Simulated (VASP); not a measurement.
# AlRu (Cm) in VASP: a series of runs

The runs below take AlRu through single point, with PBE.

Program: VASP 6.6.1. These are calculated values, not measurements. Logs are shortened: lines on timing, memory, paths and dates and some standing lists are left out, and cuts for length are marked.

### 1 The cell of the first run

The structure is monoclinic, space group Cm (No. 8). The conventional cell has a = 4.231 Å, b = 4.231 Å, c = 2.992 Å, α = 90.00°, β = 90.00°, γ = 90.00°. Al (site symmetry m) has 1 Ru at 1.76 Å within 2.3 Å. Ru (site symmetry m) has 1 Al at 1.76 Å within 2.3 Å.

### 2 Single point, PBE (atom 1 (Al) moved by (-0.600, -0.600) A along [1 1 0] and z)

Contents of INCAR:

```
ALGO = Fast
EDIFF = 1E-6
ENCUT = 520
GGA = PE
ISIF = 2
ISMEAR = 0
LASPH = T
LCHARG = T
LELF = T
LREAL = F
LVHAR = T
LWAVE = F
NBANDS = 16
NELM = 80
PREC = Accurate
SIGMA = 0.15
```

Contents of KPOINTS:

```
k-points
0
Gamma
  16 16 16
```

Contents of POSCAR:

```
AlRu
1.0
    2.9916000000      0.0000000000      0.0000000000
    0.0000000000      2.9916000000      0.0000000000
    0.0000000000      0.0000000000      2.9916000000
Al Ru
1 1
Direct
   -0.1418184479     -0.1418184479     -0.2005615724
    0.5000000000      0.5000000000      0.5000000000
```

Potentials or basis: VASP PAW PBE potentials, release 64 (Al, Ru_pv).

Launch:

```bash
> cat potpaw_PBE.64/Al/POTCAR potpaw_PBE.64/Ru_pv/POTCAR > POTCAR
> mpirun -np 1 vasp_std > vasp.out
```

OUTCAR:

```text
EDIFF = 1E-6
   ENCUT = 520
   GGA = PE
   ISIF = 2
   ISMEAR = 0
   LASPH = T
   LREAL = F
   NELM = 80
   PREC = Accurate

 ion  position               nearest neighbor table
   1  0.858  0.858  0.799-   2 1.76   2 2.37   2 2.37   2 2.59   2 2.86   2 3.04   2 3.04
   2  0.500  0.500  0.500-   1 1.76   1 2.37   1 2.37   1 2.59   1 2.86   1 3.04   1 3.04

  LATTYP: Found a simple cubic cell.
 ALAT       =     2.9916000000

  Lattice vectors:

 A1 = (   2.9916000000,   0.0000000000,   0.0000000000)
 A2 = (   0.0000000000,   2.9916000000,   0.0000000000)
 A3 = (   0.0000000000,   0.0000000000,   2.9916000000)

Analysis of symmetry for initial positions (statically):
=====================================================================
 Subroutine PRICEL returns:
 Original cell was already a primitive cell.

 Routine SETGRP: Setting up the symmetry group for a
 simple cubic supercell.

 Subroutine GETGRP returns: Found  2 space group operations
 (whereof  2 operations were pure point group operations)
 out of a pool of 48 trial point group operations.

The static configuration has the point symmetry C_1h.

Analysis of symmetry for dynamics (positions and initial velocities):
=====================================================================
 Subroutine PRICEL returns:
 Original cell was already a primitive cell.

 Routine SETGRP: Setting up the symmetry group for a
 simple cubic supercell.

 Subroutine GETGRP returns: Found  2 space group operations
 (whereof  2 operations were pure point group operations)
 out of a pool of 48 trial point group operations.

The dynamic configuration has the point symmetry C_1h.

 Subroutine INISYM returns: Found  2 space group operations
 (whereof  2 operations are pure point group operations),
 and found     1 'primitive' translations

----------------------------------------------------------------------------------------

                                     Primitive cell

  volume of cell :      26.7738

  direct lattice vectors                    reciprocal lattice vectors
     2.991600000  0.000000000  0.000000000     0.334269287  0.000000000  0.000000000
     0.000000000  2.991600000  0.000000000     0.000000000  0.334269287  0.000000000
     0.000000000  0.000000000  2.991600000     0.000000000  0.000000000  0.334269287

  length of vectors
     2.991600000  2.991600000  2.991600000     0.334269287  0.334269287  0.334269287

  position of ions in fractional coordinates (direct lattice)
     0.858181552  0.858181552  0.799438428
     0.500000000  0.500000000  0.500000000

  ion indices of the primitive-cell ions
   primitive index   ion index
                 1           1
                 2           2

----------------------------------------------------------------------------------------

 KPOINTS: k-points

Automatic generation of k-mesh.
 Grid dimensions read from file:
 generate k-points for:   16   16   16

 Generating k-lattice:

  Cartesian coordinates                     Fractional coordinates (reciprocal lattice)
     0.020891830  0.000000000  0.000000000     0.062500000  0.000000000  0.000000000
     0.000000000  0.020891830  0.000000000     0.000000000  0.062500000  0.000000000
     0.000000000  0.000000000  0.020891830     0.000000000  0.000000000  0.062500000

  Length of vectors
     0.020891830  0.020891830  0.020891830

  Shift w.r.t. Gamma in fractional coordinates (k-lattice)
     0.000000000  0.000000000  0.000000000

 Subroutine IBZKPT returns following result:
 ===========================================

 Found   1098 irreducible k-points:

 Following reciprocal coordinates:
            Coordinates               Weight
  0.000000  0.000000  0.000000      1.000000
  0.062500  0.000000  0.000000      4.000000
  0.000000  0.000000  0.062500      2.000000
  0.125000  0.000000  0.000000      4.000000
  0.000000  0.000000  0.125000      2.000000
  0.187500  0.000000  0.000000      4.000000
[... 16 lines left out ...]
  0.000000  0.125000  0.062500      4.000000
  0.062500  0.000000  0.125000      4.000000
 [... further k-points ...]
   k-points           NKPTS =   1098   k-points in BZ     NKDIM =   1098   number of bands    NBANDS=     16
   number of dos      NEDOS =    301   number of ions     NIONS =      2
   total plane-waves  NPLWV =  13824
   dimension x,y,z NGX =    24 NGY =   24 NGZ =   24
   dimension x,y,z NGXF=    48 NGYF=   48 NGZF=   48
   ions per type =               1   1
   NGX,Y,Z   is equivalent  to a cutoff of  13.34, 13.34, 13.34 a.u.
   NGXF,Y,Z  is equivalent  to a cutoff of  26.67, 26.67, 26.67 a.u.
 SYSTEM =  unknown system
   PREC   = accura    normal or accurate (medium, high low for compatibility)
   ISTART =      0    job   : 0-new  1-cont  2-samecut
   ICHARG =      2    charge: 1-file 2-atom 10-const
   ISPIN  =      1    spin polarized calculation?
   LNONCOLLINEAR =      F non collinear calculations
   LSORBIT =      F    spin-orbit coupling
   LASPH  =      T    aspherical Exc in radial PAW
   ENCUT  =  520.0 eV  38.22 Ry    6.18 a.u.   5.56  5.56  5.56*2*pi/ulx,y,z
   NELM   =     80;   NELMIN=  2; NELMDL= -5     # of ELM steps
   EDIFF  = 0.1E-05   stopping-criterion for ELM
   LREAL  =      F    real-space projection
   EDIFFG = 0.1E-04   stopping-criterion for IOM
   NSW    =      0    number of steps for IOM
   IBRION =     -1    ionic relax: 0-MD 1-quasi-New 2-CG
   NFREE  =      0    steps in history (QN), initial steepest desc. (CG)
   ISIF   =      2    stress and relaxation
   ISYM   =      2    0-nonsym 1-usesym 2-fastsym
   POTIM  = 0.5000    time-step for ionic-motion
   TEBEG  =    0.0;   TEEND  =   0.0 temperature during run
   PSTRESS=    0.0 pullay stress
   NELECT =      17.0000    total number of electrons
   NUPDOWN=      -1.0000    fix difference up-down
   EMIN   =  10.00;   EMAX   =-10.00  energy-range for DOS
   EFERMI =   0.00;   METHOD = LEGACY
   ISMEAR =     0;   SIGMA  =   0.15  broadening in eV -4-tet -1-fermi 0-gaus
   EFERMI_NEDOS =   21; number of points for ismear=-14 and -15
   IALGO  =     68    algorithm
   IMIX   =      4    mixing-type and parameters
     AMIX     =   0.40;   BMIX     =  1.00
     AMIX_MAG =   1.60;   BMIX_MAG =  1.00
  volume/ion in A,a.u.               =      13.39        90.34
  Fermi-wavevector in a.u.,A,eV,Ry     =   1.407087  2.659009 26.938090  1.979894
  Thomas-Fermi vector in A             =   2.529382
   LORBIT       =      0    0 simple, 1 ext, 2 COOP (PROOUT), +10 PAW based schemes
   GGA     = PE    functional components
   LHFCALC =     F    Hartree Fock is set to
   AEXX    =    0.0000 exact exchange contribution
   IVDW    =     0    specifies the selected vdW correction
   LEPSILON=     F    determine dielectric tensor
   LRPA    =     F    only Hartree local field effects (RPA)
 non-spin polarized calculation
 RMM-DIIS sequential band-by-band and
 Gauss-broadening in eV      SIGMA  =   0.15
  energy-cutoff  :      520.00
  volume of cell :       26.77
 maximum number of plane-waves:       739
 NGX is ok and might be reduce to    24
   NGX = 11   NGY = 11   NGZ = 11

 number of electron      16.9999995 magnetization

 Free energy of the ion-electron system (eV)
  ---------------------------------------------------
  ext. energy  EPLUGINS =         0.00000000
  ---------------------------------------------------
  free energy    TOTEN  =        -8.91675020 eV

  energy without entropy =       -8.89462418  energy(sigma->0) =       -8.90568719

 E-fermi :  10.3715     XC(G=0): -12.3399

 val. band max:       10.3714359706   @ k =   0.0625   0.5000   0.1250
 cond. band min:      10.3724883925   @ k =  -0.1250  -0.4375   0.4375
 fundamental gap:      0.0010524219
 Fermi energy:        10.3714739282

 k-point     1 :       0.0000    0.0000    0.0000
  band No.  band energies     occupation
      1     -31.5579      2.00000
      2     -31.1075      2.00000
      3     -31.0501      2.00000
      4       1.3263      2.00000
      5       6.1071      2.00000
      6       6.3782      2.00000
[... 8 lines left out ...]
     15      23.2831      0.00000
     16      23.5025      0.00000

 k-point     2 :       0.0625    0.0000    0.0000
  band No.  band energies     occupation
      1     -31.5606      2.00000
      2     -31.1115      2.00000
      3     -31.0505      2.00000
      4       1.4027      2.00000
      5       6.1437      2.00000
      6       6.4047      2.00000
[... 8 lines left out ...]
     15      23.4885      0.00000
     16      23.7319      0.00000

 k-point     3 :       0.0000    0.0000    0.0625
  band No.  band energies     occupation
      1     -31.5596      2.00000
      2     -31.1068      2.00000
      3     -31.0560      2.00000
      4       1.3991      2.00000
      5       6.1263      2.00000
      6       6.4162      2.00000
[... 8 lines left out ...]
     15      23.4811      0.00000
     16      23.6031      0.00000

 k-point     4 :       0.1250    0.0000    0.0000
  band No.  band energies     occupation
      1     -31.5688      2.00000
      2     -31.1234      2.00000
      3     -31.0507      2.00000
      4       1.6283      2.00000
      5       6.2397      2.00000
      6       6.4842      2.00000
[... 8 lines left out ...]
     15      23.4938      0.00000
     16      24.8689      0.00000
[... 324 lines left out ...]
 k-point    22 :       0.1250    0.0625    0.0000
  band No.  band energies     occupation
      1     -31.5719      2.00000
      2     -31.1263      2.00000
      3     -31.0518      2.00000
      4       1.7009      2.00000
      5       6.2807      2.00000
      6       6.5132      2.00000
[... 8 lines left out ...]
     15      23.4938      0.00000
     16      24.6664      0.00000

 k-point    23 :       0.0000    0.1250    0.0625
  band No.  band energies     occupation
      1     -31.5708      2.00000
      2     -31.1227      2.00000
      3     -31.0563      2.00000
      4       1.6985      2.00000
      5       6.2688      2.00000
      6       6.5235      2.00000
[... 8 lines left out ...]
     15      23.4938      0.00000
     16      24.7671      0.00000

 k-point    24 :       0.0625    0.0000    0.1250
  band No.  band energies     occupation
      1     -31.5677      2.00000
      2     -31.1088      2.00000
      3     -31.0726      2.00000
      4       1.6879      2.00000
      5       6.2256      2.00000
      6       6.5485      2.00000
[... 8 lines left out ...]
     15      23.4945      0.00000
     16      24.5766      0.00000

 [... further k-points ...]
[... 5 lines left out ...]
  --------------------------------------------------------------------------------------
  -------------------------------------------------------------------------------------
  Total       14.1927230     14.1927230      8.9745485     10.6163717     10.0293712     10.0293710
  in kB      849.3090168    849.3090168    537.0473968    635.2960045    600.1692141    600.1692013
  external PRESSURE =     745.2218102 kB  Pullay stress =       0.0000000 kB

 VOLUME and BASIS-vectors are now :
 -----------------------------------------------------------------------------
  energy-cutoff  :      520.00
  volume of cell :       26.77
      direct lattice vectors                 reciprocal lattice vectors
     2.991600000  0.000000000  0.000000000     0.334269287  0.000000000  0.000000000
     0.000000000  2.991600000  0.000000000     0.000000000  0.334269287  0.000000000
     0.000000000  0.000000000  2.991600000     0.000000000  0.000000000  0.334269287

 POSITION                                       TOTAL-FORCE (eV/Angst)
 -----------------------------------------------------------------------------------
      2.56734      2.56734      2.39160        11.995381     11.995381     11.411876
      1.49580      1.49580      1.49580       -11.995381    -11.995381    -11.411876
 -----------------------------------------------------------------------------------
    total drift:                                0.000515      0.000515      0.000480

  FREE ENERGIE OF THE ION-ELECTRON SYSTEM (eV)
  ---------------------------------------------------
  free  energy   TOTEN  =        -8.9167501995 eV

  energy  without entropy=       -8.8946241835  energy(sigma->0) =       -8.90568719
```

Run time: 2.4 min. Hardware: 1 thread of Intel Xeon Platinum 8559C (Emerald Rapids), shared host; peak memory 0.53 GiB.

What came out:

```yaml
Free_energy: -8.9168 eV
Pressure: 74.5 GPa
Largest_force: 20.445 eV/Å
```

Forces in eV/Å, atoms in the order of the input:
```
Al   11.995  11.995  11.412
Ru  -11.995 -11.995 -11.412
```

Caveat: the cell differs from its parent crystal (atom 1 (Al) moved by (-0.600, -0.600) A along [1 1 0] and z); forces of over 1 eV/Å act on the atoms, so gaps and moduli don't describe the material at rest.

### 3 Single point, PBE (atom 1 (Al) moved by (-0.600, -0.300) A along [1 1 0] and z)

Contents of INCAR:

```
  PREC = Accurate
  ENCUT = 520
  EDIFF = 1E-6
  ISMEAR = 0
  SIGMA = 0.15
  LREAL = F
  LASPH = T
  NELM = 100
  ALGO = Fast
  ISIF = 2
  LWAVE = F
  LCHARG = F
  GGA = PE
  NBANDS = 16
```

Contents of KPOINTS:

```
Automatic mesh
0
Gamma
  16 16 16
```

Changes to POSCAR since step 2:

```diff
@@ -8,3 +8,3 @@
 Direct
-   -0.1418184479     -0.1418184479     -0.2005615724
+   -0.1418184479     -0.1418184479     -0.1002807862
     0.5000000000      0.5000000000      0.5000000000
```

Potentials or basis: VASP PAW PBE potentials, release 64 (Al, Ru_pv).

Launch:

```bash
> cat potpaw_PBE.64/Al/POTCAR potpaw_PBE.64/Ru_pv/POTCAR > POTCAR
> mpirun -np 1 vasp_std > vasp.out
```

Run time: 2.5 min. Hardware: 1 thread of Intel Xeon Platinum 8559C (Emerald Rapids), shared host; peak memory 0.52 GiB.

Results (log left out):

| Quantity | Value |
| --- | --- |
| Free energy | -11.5890 eV |
| Pressure | 43.7 GPa |
| Largest force | 11.300 eV/Å |

Forces in eV/Å, atoms in the order of the input:
```
Al   6.725  6.725  6.102
Ru  -6.725 -6.725 -6.102
```

Stress tensor (GPa, compression positive):
```
39.11 35.23 32.13
35.23 39.11 32.13
32.13 32.13 52.98
```

Levels at points of the mesh, in eV from the Fermi level:
```csv
k point,band 7,band 8,band 9,band 10,band 11,band 12
"(0.00, 0.00, 0.00)",-0.51,0.24,0.27,6.48,6.61,7.95
"(0.50, 0.00, 0.00)",-1.75,-1.48,0.20,2.36,8.15,10.97
"(0.00, 0.00, 0.50)",-1.74,-1.60,0.31,2.20,7.91,10.66
"(0.50, 0.50, 0.00)",-1.63,-0.49,-0.23,1.45,5.12,6.15
"(0.00, 0.50, 0.50)",-1.52,-0.34,-0.14,1.40,5.13,5.92
"(0.50, 0.50, 0.50)",1.48,1.53,2.18,4.03,4.22,5.02
```

Caveat: the cell differs from its parent crystal (atom 1 (Al) moved by (-0.600, -0.300) A along [1 1 0] and z); forces of over 1 eV/Å act on the atoms, so gaps and moduli don't describe the material at rest.
